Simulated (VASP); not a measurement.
# BP (F-43m) in VASP: a series of runs, part 2 of 2

VASP 6.6.1. The steps go on from the part before.

### Step 4. Single point, PBEsol

INCAR reads:

```
PREC = Accurate
ENCUT = 500
EDIFF = 1E-6
ISMEAR = 0
SIGMA = 0.01
LREAL = False
LASPH = True
NELM = 120
ALGO = Normal
ISIF = 2
LWAVE = False
LCHARG = False
GGA = PS
NBANDS = 11
ISYM = 0
GGA_COMPAT = False
```

KPOINTS reads:

```
Automatic mesh
0
Gamma
  6 6 6
  0 0 0.5
```

POSCAR reads:

```
BP
1.0
    0.0000000000      2.2683156724      2.2683156724
    2.2683156724      0.0000000000      2.2683156724
    2.2683156724      2.2683156724      0.0000000000
B P
1 1
Direct
    0.0000000000      0.0000000000      0.0000000000
    0.2500000000      0.2500000000      0.2500000000
```

Potentials or basis: VASP PAW PBE potentials, release 64 (B, P).

Launch:

```bash
$ cat potpaw_PBE.64/B/POTCAR potpaw_PBE.64/P/POTCAR > POTCAR
$ mpirun -np 1 vasp_std > vasp.out
```

OUTCAR:

```text
PREC = Accurate
   ENCUT = 500
   EDIFF = 1E-6
   ISMEAR = 0
   LREAL = False
   LASPH = True
   NELM = 120
   ISIF = 2
   GGA = PS
   ISYM = 0

 ion  position               nearest neighbor table
   1  0.000  0.000  0.000-   2 1.96   2 1.96   2 1.96   2 1.96
   2  0.250  0.250  0.250-   1 1.96   1 1.96   1 1.96   1 1.96

IMPORTANT INFORMATION: All symmetrisations will be switched off!
NOSYMM: (Re-)initialisation of all symmetry stuff for point group C_1.

----------------------------------------------------------------------------------------

                                     Primitive cell

  volume of cell :      23.3421

  direct lattice vectors                    reciprocal lattice vectors
     0.000000000  2.268315672  2.268315672    -0.220427873  0.220427873  0.220427873
     2.268315672  0.000000000  2.268315672     0.220427873 -0.220427873  0.220427873
     2.268315672  2.268315672  0.000000000     0.220427873  0.220427873 -0.220427873

  length of vectors
     3.207882788  3.207882788  3.207882788     0.381792276  0.381792276  0.381792276

  position of ions in fractional coordinates (direct lattice)
     0.000000000  0.000000000  0.000000000
     0.250000000  0.250000000  0.250000000

[... 137 lines left out ...]
      5      11.0732      0.00000
      6      11.0732      0.00000
      7      11.1278      0.00000
      8      15.1383      0.00000
      9      18.9858      0.00000
     10      18.9858      0.00000
     11      19.0785      0.00000
[... 309 lines left out ...]
 k-point    24 :       0.0833    0.0833   -0.2500
  band No.  band energies     occupation
      1      -6.3471      2.00000
      2       1.3157      2.00000
      3       5.4809      2.00000
      4       5.7698      2.00000
      5      11.2076      0.00000
      6      12.3645      0.00000
      7      13.0177      0.00000
      8      15.9192      0.00000
      9      19.0942      0.00000
     10      20.0727      0.00000
     11      20.9621      0.00000

 [... further k-points ...]

------------------------ aborting loop because EDIFF is reached ----------------------------------------

  FORCE on cell =-STRESS in cart. coord.  units (eV):
  Direction    XX          YY          ZZ          XY          YZ          ZX
  --------------------------------------------------------------------------------------
  -------------------------------------------------------------------------------------
  Total       -0.2487279     -0.2487282     -0.2487283     -0.0000013     -0.0000002      0.0000002
  in kB      -17.0724031    -17.0724241    -17.0724285     -0.0000883     -0.0000109      0.0000111
  external PRESSURE =     -17.0724186 kB  Pullay stress =       0.0000000 kB

 VOLUME and BASIS-vectors are now :
 -----------------------------------------------------------------------------
  energy-cutoff  :      500.00
  volume of cell :       23.34
      direct lattice vectors                 reciprocal lattice vectors
     0.000000000  2.268315672  2.268315672    -0.220427873  0.220427873  0.220427873
     2.268315672  0.000000000  2.268315672     0.220427873 -0.220427873  0.220427873
     2.268315672  2.268315672  0.000000000     0.220427873  0.220427873 -0.220427873

 POSITION                                       TOTAL-FORCE (eV/Angst)
 -----------------------------------------------------------------------------------
      0.00000      0.00000      0.00000        -0.000000     -0.000000      0.000000
      1.13416      1.13416      1.13416         0.000000      0.000000     -0.000000
 -----------------------------------------------------------------------------------
    total drift:                                0.000000      0.000000      0.000000

  FREE ENERGIE OF THE ION-ELECTRON SYSTEM (eV)
  ---------------------------------------------------
  free  energy   TOTEN  =       -13.6725137937 eV

  energy  without entropy=      -13.6725137937  energy(sigma->0) =      -13.67251379
```

OSZICAR:

```text
N       E                     dE             d eps       ncg     rms          rms(c)
DAV:   1     0.779574898372E+01    0.77957E+01   -0.39392E+03  9520   0.637E+02
DAV:   2    -0.138041054377E+02   -0.21600E+02   -0.20618E+02 12635   0.107E+02
DAV:   3    -0.143804801555E+02   -0.57637E+00   -0.57502E+00 12066   0.153E+01
DAV:   4    -0.143826401793E+02   -0.21600E-02   -0.21598E-02 10925   0.111E+00
DAV:   5    -0.143826511397E+02   -0.10960E-04   -0.10960E-04 11776   0.778E-02    0.703E+00
DAV:   6    -0.137809065508E+02    0.60174E+00   -0.12938E+00 10866   0.483E+00    0.376E+00
DAV:   7    -0.136816914047E+02    0.99215E-01   -0.23706E-01 12228   0.239E+00    0.122E+00
DAV:   8    -0.136723134367E+02    0.93780E-02   -0.25045E-02 11412   0.885E-01    0.168E-01
DAV:   9    -0.136724515283E+02   -0.13809E-03   -0.68269E-04 11080   0.179E-01    0.101E-01
DAV:  10    -0.136725097453E+02   -0.58217E-04   -0.10823E-04 10890   0.633E-02    0.216E-02
DAV:  11    -0.136725134390E+02   -0.36937E-05   -0.49504E-06 12025   0.136E-02    0.252E-02
DAV:  12    -0.136725137937E+02   -0.35467E-06   -0.19099E-06  7212   0.631E-03
   1 F= -.13672514E+02 E0= -.13672514E+02  d E =-.578822E-25
```

stdout:

```text
POSCAR found type information on POSCAR B P
 POSCAR found :  2 types and       2 ions
 scaLAPACK will be used
 -----------------------------------------------------------------------------
|                                                                             |
|                                                                             |
|     You enforced a specific xc type in the INCAR file but a different       |
|     I HOPE YOU KNOW WHAT YOU ARE DOING!                                     |
|                                                                             |
 -----------------------------------------------------------------------------

 LDA part: xc-table for (Slater+PW92), standard interpolation
 POSCAR, INCAR and KPOINTS ok, starting setup
 FFT: planning ... GRIDC
 FFT: planning ... GRID_SOFT
 FFT: planning ... GRID
 WAVECAR not read
 entering main loop
```

Run time: 2.1 min. Hardware: 1 thread of AMD EPYC 7R13, shared host; peak memory 0.19 GiB.

What came out:

```yaml
Free_energy: -13.6725 eV
Pressure: -1.7 GPa
Band_gap_on_the_k_mesh: 1.63 eV, indirect (least direct gap 3.84 eV)
```

Caveat: the PAW data sets were made with another functional, which shifts forces and pressure a little.

### Step 5. The runs side by side

```csv
level,potentials or basis,k mesh,smearing,gap on the mesh (eV),pressure (GPa)
PBEsol,"VASP PAW PBE potentials, release 64 (B, P)",6 × 6 × 6,fermi-dirac 0.001 eV,1.22,-1.6
LDA,"VASP PAW LDA potentials, release 64 (B, P)",6 × 6 × 6,gaussian 0.01 eV,1.29,-5.1
PBEsol,"VASP PAW PBE potentials, release 64 (B, P)","6 × 6 × 6, shifted",gaussian 0.01 eV,1.63,-1.7
```

Alike in all rows: task single point; no spin polarisation; cell as given; cutoff (eV) 500.

Caveats: the PAW data sets were made with another functional, which shifts forces and pressure a little (some runs).

Absolute energies hang on the potentials; compare differences alone.
